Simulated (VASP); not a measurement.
Write the native input for VASP 6.6.1 that does the following.

| Quantity | Value |
| --- | --- |
| Task | single point |
| Functional | r2SCAN |
| Potentials or basis | VASP PAW PBE potentials, release 64 (Nb_sv, P) |
| Cutoff | 520 eV |
| k mesh | 14 × 14 × 14 |
| Occupations | gaussian, width 0.1 eV |
| Spin | collinear spin, ferromagnetic start |
| Starting moments | [2.5, 0.0] μB |
| Dipole correction | no |
| Further INCAR settings | ALGO = Normal; EDIFF = 1e-06; NBANDS = 20 |

Crystal: NbP.

```
Nb P
1.0
     0.00000    2.76384    2.76384
     2.76384    0.00000    2.76384
     2.76384    2.76384    0.00000
Nb P
1 1
Direct
  0.00000 0.00000 0.00000
  0.25000 0.25000 0.25000
```

One way to write it, as run:

POSCAR

```
NbP
1.0
    0.0000000000      2.7638368698      2.7638368698
    2.7638368698      0.0000000000      2.7638368698
    2.7638368698      2.7638368698      0.0000000000
Nb P
1 1
Direct
    0.0000000000      0.0000000000      0.0000000000
    0.2500000000      0.2500000000      0.2500000000
```

INCAR.step1

```
ALGO = Normal
EDIFF = 1E-4
ENCUT = 520
GGA = PE
ISMEAR = 0
ISPIN = 2
LASPH = T
LCHARG = F
LMAXMIX = 4
LREAL = F
LWAVE = T
MAGMOM = 2.5 0
NBANDS = 20
NELM = 150
PREC = Accurate
SIGMA = 0.1
```

INCAR.step2

```
ALGO = Normal
EDIFF = 1E-6
ENCUT = 520
ISIF = 2
ISMEAR = 0
ISPIN = 2
ISTART = 1
LASPH = T
LCHARG = F
LMAXMIX = 4
LMIXTAU = T
LORBIT = 11
LREAL = F
LWAVE = F
MAGMOM = 2.5 0
METAGGA = R2SCAN
NBANDS = 20
NELM = 150
PREC = Accurate
SIGMA = 0.1
```

KPOINTS

```
k-points
0
Gamma
  14 14 14
```

Potentials or basis: VASP PAW PBE potentials, release 64 (Nb_sv, P).

Run with:

```sh
$ cat potpaw_PBE.64/Nb_sv/POTCAR potpaw_PBE.64/P/POTCAR > POTCAR
$ cp INCAR.step1 INCAR
$ mpirun -np 1 vasp_std > vasp.out
$ cp INCAR.step2 INCAR
$ mpirun -np 1 vasp_std > vasp.out
```

It gave:

```
Pressure                                              : 2.5 GPa
Band gap on the k mesh                                : zero (filled and empty bands overlap)
Net moment                                            : 0.00 μB per cell
Valence electrons inside the program's atomic spheres : Nb 10.67; P 2.64
```

Caveat: the PAW data sets were made with another functional, which shifts forces and pressure a little.

It took 10 min on 1 thread of Intel Xeon 6975P-C (shared host), peak memory 0.29 GiB.
